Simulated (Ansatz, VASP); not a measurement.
CsH2 in VASP and in Ansatz

The input INCAR:

```
SYSTEM = CsH2
PREC = Accurate
ENCUT = 520
EDIFF = 1E-6
ISMEAR = 0
SIGMA = 0.1
LREAL = .FALSE.
LASPH = .TRUE.
NELM = 80
ALGO = Normal
ISIF = 2
LWAVE = .FALSE.
LCHARG = .TRUE.
GGA = PE
LELF = .TRUE.
LVHAR = .TRUE.
NBANDS = 20
```

Contents of KPOINTS:

```
regular mesh
0
G
  4 4 4
  0 0 0
```

File POSCAR:

```
CsH2
1.0
    5.1204367500      0.0000000000      0.0000000000
    0.0000000000      5.1204367500      0.0000000000
    0.0000000000      0.0000000000      5.1204367500
Cs H
2 4
Direct
    0.0000000000      0.0000000000      0.0000000000
    0.5000000000      0.5000000000      0.5000000000
    0.2500000000      0.2500000000      0.2500000000
    0.2500000000      0.7500000000      0.7500000000
    0.7500000000      0.7500000000      0.2500000000
    0.7500000000      0.2500000000      0.7500000000
```

Input for Ansatz:

```yaml
crystal:
  lattice:
    - [5.12043675, 0.0, 0.0]
    - [0.0, 5.12043675, 0.0]
    - [0.0, 0.0, 5.12043675]
  atoms:
    - { symbol: Cs, position: [0.0, 0.0, 0.0] }
    - { symbol: Cs, position: [0.5, 0.5, 0.5] }
    - { symbol: H, position: [0.25, 0.25, 0.25] }
    - { symbol: H, position: [0.25, 0.75, 0.75] }
    - { symbol: H, position: [0.75, 0.75, 0.25] }
    - { symbol: H, position: [0.75, 0.25, 0.75] }
basis:
  ecutwfc: 420
kpoints:
  mp_grid: { grid: [4, 4, 4] }
hamiltonian:
  xc: pbe
scf:
  occupations: { method: gaussian, width: 0.1 }
  lower_state_search: "off"
output:
  forces: true
  stress: true
  eigenvalues: true
```

Change from the starting cell: species swapped into the Au2S type (Pn-3m, No. 224).

Alike in both runs: task single point; functional PBE; k mesh 4 × 4 × 4; occupations gaussian, width 0.1 eV; no spin polarisation.

```csv
,VASP,Ansatz
version,VASP 6.6.1,Ansatz 0.2.0
potentials or method,"VASP PAW PBE potentials, release 64 (Cs_sv, H), cutoff 520 eV","scalar-relativistic, plane waves, PAW"
valence electrons in the cell,22,22
```

|  | VASP | Ansatz | Ansatz less VASP |
| --- | --- | --- | --- |
| gap on the k mesh at the Fermi level (eV) | none | none | - |
| pressure (GPa) | 9.9 | 9.7 | -0.23 |

A gap of «none» marks a metal or a gap that the smearing closes.

Spin-orbit coupling is off throughout.
